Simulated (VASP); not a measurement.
Input of a VASP 6.6.1 run:

File INCAR:

```
  PREC = Accurate
  ENCUT = 520
  EDIFF = 1E-6
  ISMEAR = -1
  SIGMA = 0.03
  LREAL = F
  LASPH = T
  NELM = 80
  ALGO = Normal
  ISIF = 2
  LWAVE = F
  LCHARG = T
  GGA = PE
  LELF = T
  LVHAR = T
  NBANDS = 12
```

Contents of KPOINTS:

```
regular mesh
0
Gamma
  15 15 15
```

The input POSCAR:

```
Ag
1.0
    0.0000000000      2.0633300285      2.0633300285
    2.0633300285      0.0000000000      2.0633300285
    2.0633300285      2.0633300285      0.0000000000
Ag
1
Direct
    0.0000000000      0.0000000000      0.0000000000
```

Potentials or basis: VASP PAW PBE potentials, release 64 (Ag).

Run with:

```sh
$ cat potpaw_PBE.64/Ag/POTCAR > POTCAR
$ mpirun -np 1 vasp_std > vasp.out
```

Task: What does it give for the pressure?

Result: 1.2 GPa.
